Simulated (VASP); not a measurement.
# SiC (Moissanite 3C) (F-43m) in VASP: a series of runs

SiC (Moissanite 3C) is run at these levels: PBE; tasks: single point.

All numbers are computed with VASP 6.6.1; they aren't measurements. Logs are shortened: lines on timing, memory, paths and dates and some standing lists are left out, and cuts for length are marked.

## 1. The cell of the first run

Symmetry: F-43m, No. 216, cubic system. Conventional cell: a = 4.415 Å, b = 4.415 Å, c = 4.415 Å, α = 90.00°, β = 90.00°, γ = 90.00°. Si (site symmetry -43m) has 4 C at 1.91 Å within 2.5 Å. C (site symmetry -43m) has 4 Si at 1.91 Å within 2.5 Å.

## 2. Single point, PBE

INCAR reads:

```
SYSTEM = SiC
  PREC = Accurate
  ENCUT = 520
  EDIFF = 1E-6
  ISMEAR = 0
  SIGMA = 0.01
  LREAL = .FALSE.
  LASPH = .TRUE.
  NELM = 100
  ALGO = Normal
  ISIF = 2
  LWAVE = .FALSE.
  LCHARG = .FALSE.
  GGA = PE
  NBANDS = 11
```

KPOINTS reads:

```
regular mesh
0
G
  7 7 7
  0 0 0
```

POSCAR reads:

```
SiC
1.0
    0.0000000000      2.2076743409      2.2076743409
    2.2076743409      0.0000000000      2.2076743409
    2.2076743409      2.2076743409      0.0000000000
Si C
1 1
Direct
    0.0000000000      0.0000000000      0.0000000000
    0.2500000000      0.2500000000      0.2500000000
```

Potentials or basis: VASP PAW PBE potentials, release 64 (Si, C).

Started as:

```
$ cat potpaw_PBE.64/Si/POTCAR potpaw_PBE.64/C/POTCAR > POTCAR
$ mpirun -np 1 vasp_std > vasp.out
```

OUTCAR:

```text
SYSTEM = SiC
   PREC = Accurate
   ENCUT = 520
   EDIFF = 1E-6
   ISMEAR = 0
   LREAL = .FALSE.
   LASPH = .TRUE.
   NELM = 100
   ISIF = 2
   GGA = PE

 ion  position               nearest neighbor table
   1  0.000  0.000  0.000-   2 1.91   2 1.91   2 1.91   2 1.91
   2  0.250  0.250  0.250-   1 1.91   1 1.91   1 1.91   1 1.91

  LATTYP: Found a face centered cubic cell.
 ALAT       =     4.4153486818

  Lattice vectors:

 A1 = (   0.0000000000,   2.2076743409,   2.2076743409)
 A2 = (   2.2076743409,   0.0000000000,   2.2076743409)
 A3 = (   2.2076743409,   2.2076743409,   0.0000000000)

Analysis of symmetry for initial positions (statically):
=====================================================================
 Subroutine PRICEL returns:
 Original cell was already a primitive cell.

 Routine SETGRP: Setting up the symmetry group for a
 face centered cubic supercell.

 Subroutine GETGRP returns: Found 24 space group operations
 (whereof 24 operations were pure point group operations)
 out of a pool of 48 trial point group operations.

The static configuration has the point symmetry T_d .

Analysis of symmetry for dynamics (positions and initial velocities):
=====================================================================
 Subroutine PRICEL returns:
 Original cell was already a primitive cell.

 Routine SETGRP: Setting up the symmetry group for a
 face centered cubic supercell.

 Subroutine GETGRP returns: Found 24 space group operations
 (whereof 24 operations were pure point group operations)
 out of a pool of 48 trial point group operations.

The dynamic configuration has the point symmetry T_d .

 Subroutine INISYM returns: Found 24 space group operations
 (whereof 24 operations are pure point group operations),
 and found     1 'primitive' translations

----------------------------------------------------------------------------------------

                                     Primitive cell

  volume of cell :      21.5196

  direct lattice vectors                    reciprocal lattice vectors
     0.000000000  2.207674341  2.207674341    -0.226482679  0.226482679  0.226482679
     2.207674341  0.000000000  2.207674341     0.226482679 -0.226482679  0.226482679
     2.207674341  2.207674341  0.000000000     0.226482679  0.226482679 -0.226482679

  length of vectors
     3.122122994  3.122122994  3.122122994     0.392279508  0.392279508  0.392279508

  position of ions in fractional coordinates (direct lattice)
     0.000000000  0.000000000  0.000000000
     0.250000000  0.250000000  0.250000000

  ion indices of the primitive-cell ions
   primitive index   ion index
                 1           1
                 2           2

----------------------------------------------------------------------------------------

 KPOINTS: regular mesh

Automatic generation of k-mesh.
 Grid dimensions read from file:
 generate k-points for:    7    7    7

 Generating k-lattice:

  Cartesian coordinates                     Fractional coordinates (reciprocal lattice)
    -0.032354668  0.032354668  0.032354668     0.142857143  0.000000000  0.000000000
     0.032354668 -0.032354668  0.032354668     0.000000000  0.142857143  0.000000000
     0.032354668  0.032354668 -0.032354668     0.000000000  0.000000000  0.142857143

  Length of vectors
     0.056039930  0.056039930  0.056039930

  Shift w.r.t. Gamma in fractional coordinates (k-lattice)
     0.000000000  0.000000000  0.000000000

 Subroutine IBZKPT returns following result:
 ===========================================

 Found     20 irreducible k-points:

 Following reciprocal coordinates:
            Coordinates               Weight
  0.000000  0.000000  0.000000      1.000000
  0.142857  0.000000  0.000000      8.000000
  0.285714  0.000000  0.000000      8.000000
  0.428571  0.000000  0.000000      8.000000
  0.142857  0.142857  0.000000      6.000000
  0.285714  0.142857  0.000000     24.000000
[... 12 lines left out ...]
 -0.428571  0.428571  0.142857     24.000000
 -0.285714  0.428571  0.142857     24.000000
   k-points           NKPTS =     20   k-points in BZ     NKDIM =     20   number of bands    NBANDS=     11
   number of dos      NEDOS =    301   number of ions     NIONS =      2
   total plane-waves  NPLWV =  13824
   dimension x,y,z NGX =    24 NGY =   24 NGZ =   24
   dimension x,y,z NGXF=    48 NGYF=   48 NGZF=   48
   ions per type =               1   1
   NGX,Y,Z   is equivalent  to a cutoff of  12.78, 12.78, 12.78 a.u.
   NGXF,Y,Z  is equivalent  to a cutoff of  25.56, 25.56, 25.56 a.u.
 SYSTEM =  SiC
   PREC   = accura    normal or accurate (medium, high low for compatibility)
   ISTART =      0    job   : 0-new  1-cont  2-samecut
   ICHARG =      2    charge: 1-file 2-atom 10-const
   ISPIN  =      1    spin polarized calculation?
   LNONCOLLINEAR =      F non collinear calculations
   LSORBIT =      F    spin-orbit coupling
   LASPH  =      T    aspherical Exc in radial PAW
   ENCUT  =  520.0 eV  38.22 Ry    6.18 a.u.   5.81  5.81  5.81*2*pi/ulx,y,z
   NELM   =    100;   NELMIN=  2; NELMDL= -5     # of ELM steps
   EDIFF  = 0.1E-05   stopping-criterion for ELM
   LREAL  =      F    real-space projection
   EDIFFG = 0.1E-04   stopping-criterion for IOM
   NSW    =      0    number of steps for IOM
   IBRION =     -1    ionic relax: 0-MD 1-quasi-New 2-CG
   NFREE  =      0    steps in history (QN), initial steepest desc. (CG)
   ISIF   =      2    stress and relaxation
   ISYM   =      2    0-nonsym 1-usesym 2-fastsym
   POTIM  = 0.5000    time-step for ionic-motion
   TEBEG  =    0.0;   TEEND  =   0.0 temperature during run
   PSTRESS=    0.0 pullay stress
   NELECT =       8.0000    total number of electrons
   NUPDOWN=      -1.0000    fix difference up-down
   EMIN   =  10.00;   EMAX   =-10.00  energy-range for DOS
   EFERMI =   0.00;   METHOD = LEGACY
   ISMEAR =     0;   SIGMA  =   0.01  broadening in eV -4-tet -1-fermi 0-gaus
   EFERMI_NEDOS =   21; number of points for ismear=-14 and -15
   IALGO  =     38    algorithm
   IMIX   =      4    mixing-type and parameters
     AMIX     =   0.40;   BMIX     =  1.00
     AMIX_MAG =   1.60;   BMIX_MAG =  1.00
  volume/ion in A,a.u.               =      10.76        72.61
  Fermi-wavevector in a.u.,A,eV,Ry     =   1.177136  2.224464 18.852888  1.385648
  Thomas-Fermi vector in A             =   2.313487
   LORBIT       =      0    0 simple, 1 ext, 2 COOP (PROOUT), +10 PAW based schemes
   GGA     = PE    functional components
   LHFCALC =     F    Hartree Fock is set to
   AEXX    =    0.0000 exact exchange contribution
   IVDW    =     0    specifies the selected vdW correction
   LEPSILON=     F    determine dielectric tensor
   LRPA    =     F    only Hartree local field effects (RPA)
 non-spin polarized calculation
 Gauss-broadening in eV      SIGMA  =   0.01
  energy-cutoff  :      520.00
  volume of cell :       21.52
 maximum number of plane-waves:       592
   NGX = 11   NGY = 11   NGZ = 11

 number of electron       8.0000001 magnetization

 Free energy of the ion-electron system (eV)
  ---------------------------------------------------
  ext. energy  EPLUGINS =         0.00000000
  ---------------------------------------------------
  free energy    TOTEN  =       -15.04946673 eV

  energy without entropy =      -15.04946673  energy(sigma->0) =      -15.04946673

 E-fermi :   7.7258     XC(G=0): -11.1850

 val. band max:        7.6755850094   @ k =   0.0000   0.0000   0.0000
 cond. band min:       9.2944307310   @ k =   0.4286   0.4286   0.0000
 fundamental gap:      1.6188457216
 Fermi energy:         7.7257608009

 k-point     1 :       0.0000    0.0000    0.0000
  band No.  band energies     occupation
      1      -7.4244      2.00000
      2       7.6756      2.00000
      3       7.6756      2.00000
      4       7.6756      2.00000
      5      13.4509      0.00000
      6      14.7134      0.00000
      7      14.7134      0.00000
      8      14.7134      0.00000
      9      21.9532      0.00000
     10      21.9532      0.00000
     11      23.5538      0.00000

 k-point     2 :       0.1429    0.0000    0.0000
  band No.  band energies     occupation
      1      -7.0396      2.00000
      2       5.8387      2.00000
      3       7.4235      2.00000
      4       7.4235      2.00000
      5      13.7334      0.00000
      6      15.1342      0.00000
      7      15.1342      0.00000
      8      15.3726      0.00000
      9      20.6195      0.00000
     10      20.6195      0.00000
     11      23.2476      0.00000

 k-point     3 :       0.2857    0.0000    0.0000
  band No.  band energies     occupation
      1      -5.9284      2.00000
      2       2.6477      2.00000
      3       6.9661      2.00000
      4       6.9661      2.00000
      5      13.1759      0.00000
      6      15.2715      0.00000
      7      15.2715      0.00000
      8      17.0126      0.00000
      9      20.9497      0.00000
     10      20.9497      0.00000
     11      22.4207      0.00000

 k-point     4 :       0.4286    0.0000    0.0000
  band No.  band energies     occupation
      1      -4.3942      2.00000
      2      -0.0978      2.00000
      3       6.6718      2.00000
      4       6.6718      2.00000
      5      12.8039      0.00000
      6      14.8231      0.00000
      7      14.8231      0.00000
      8      17.5007      0.00000
      9      23.1548      0.00000
     10      23.5703      0.00000
     11      23.5703      0.00000
[... 183 lines left out ...]
 k-point    18 :      -0.4286    0.2857    0.1429
  band No.  band energies     occupation
      1      -3.5455      2.00000
      2       0.6470      2.00000
      3       3.6265      2.00000
      4       5.2570      2.00000
      5      12.7651      0.00000
      6      15.0261      0.00000
      7      17.0888      0.00000
      8      18.4778      0.00000
      9      20.6599      0.00000
     10      23.5781      0.00000
     11      27.2495      0.00000

 k-point    19 :      -0.4286    0.4286    0.1429
  band No.  band energies     occupation
      1      -2.9927      2.00000
      2       0.8389      2.00000
      3       3.5377      2.00000
      4       4.0145      2.00000
      5      11.2757      0.00000
      6      14.0517      0.00000
      7      17.9938      0.00000
      8      20.6162      0.00000
      9      20.9297      0.00000
     10      24.9759      0.00000
     11      28.4304      0.00000

 k-point    20 :      -0.2857    0.4286    0.1429
  band No.  band energies     occupation
      1      -2.5742      2.00000
      2       0.6840      2.00000
      3       2.4121      2.00000
      4       4.1881      2.00000
      5      12.3038      0.00000
      6      15.9769      0.00000
      7      17.4885      0.00000
      8      18.3277      0.00000
      9      20.8418      0.00000
     10      23.9376      0.00000
     11      28.4488      0.00000

------------------------ aborting loop because EDIFF is reached ----------------------------------------

  FORCE on cell =-STRESS in cart. coord.  units (eV):
  Direction    XX          YY          ZZ          XY          YZ          ZX
  --------------------------------------------------------------------------------------
  -------------------------------------------------------------------------------------
  Total       -0.6652973     -0.6652973     -0.6652973      0.0000000     -0.0000000     -0.0000000
  in kB      -49.5326184    -49.5326184    -49.5326184      0.0000000     -0.0000000     -0.0000000
  external PRESSURE =     -49.5326184 kB  Pullay stress =       0.0000000 kB

 VOLUME and BASIS-vectors are now :
 -----------------------------------------------------------------------------
  energy-cutoff  :      520.00
  volume of cell :       21.52
      direct lattice vectors                 reciprocal lattice vectors
     0.000000000  2.207674341  2.207674341    -0.226482679  0.226482679  0.226482679
     2.207674341  0.000000000  2.207674341     0.226482679 -0.226482679  0.226482679
     2.207674341  2.207674341  0.000000000     0.226482679  0.226482679 -0.226482679

 POSITION                                       TOTAL-FORCE (eV/Angst)
 -----------------------------------------------------------------------------------
      0.00000      0.00000      0.00000         0.000000      0.000000      0.000000
      1.10384      1.10384      1.10384        -0.000000     -0.000000     -0.000000
 -----------------------------------------------------------------------------------
    total drift:                                0.000000      0.000000      0.000000

  FREE ENERGIE OF THE ION-ELECTRON SYSTEM (eV)
  ---------------------------------------------------
  free  energy   TOTEN  =       -15.0494667260 eV

  energy  without entropy=      -15.0494667260  energy(sigma->0) =      -15.04946673
```

Wall time 3 s (1 thread of Intel Xeon 6975P-C, shared host); peak memory 0.13 GiB.

Results:

```yaml
Free_energy: -15.0495 eV
Pressure: -5.0 GPa
Band_gap_on_the_k_mesh: 1.62 eV, indirect (least direct gap 4.62 eV)
```

A k mesh can miss the band edges.

## 3. Single point, PBE

This run uses another cell than the first one, of 10.97 Å³/atom, 1.019 times its volume.

INCAR reads:

```
SYSTEM = SiC
PREC = Accurate ; ENCUT = 520
EDIFF = 1E-6 ; ISMEAR = 0
SIGMA = 0.01 ; LREAL = .False.
LASPH = .True. ; NELM = 80
ALGO = Normal ; ISIF = 2
LWAVE = .False. ; LCHARG = .False.
GGA = PE ; NBANDS = 11
```

KPOINTS reads:

```
regular mesh
0
Gamma
  7 7 7
  0 0 0
```

POSCAR reads:

```
SiC
1.0
    0.0000000000      2.2217363401      2.2217363401
    2.2217363401      0.0000000000      2.2217363401
    2.2217363401      2.2217363401      0.0000000000
Si C
1 1
Direct
    0.0000000000      0.0000000000      0.0000000000
    0.2500000000      0.2500000000      0.2500000000
```

Potentials or basis: VASP PAW PBE potentials, release 64 (Si, C).

Started as:

```
$ cat potpaw_PBE.64/Si/POTCAR potpaw_PBE.64/C/POTCAR > POTCAR
$ mpirun -np 1 vasp_std > vasp.out
```

Run time: 2.6 s. Hardware: 1 thread of Intel Xeon 6975P-C, shared host; peak memory 0.13 GiB.

Results (log left out):

```yaml
Free_energy: -15.0321 eV
Pressure: -8.5 GPa
Band_gap_on_the_k_mesh: 1.63 eV, indirect (least direct gap 4.60 eV)
```

Levels at points of the mesh, in eV from the valence-band top:
| k point | band 1 | band 2 | band 3 | band 4 | band 5 | band 6 | band 7 | band 8 | band 9 |
| --- | --- | --- | --- | --- | --- | --- | --- | --- | --- |
| (0.00, 0.00, 0.00) | -14.95 | 0.00 | 0.00 | 0.00 | 5.55 | 6.91 | 6.91 | 6.91 | 14.17 |

A k mesh can miss the band edges.
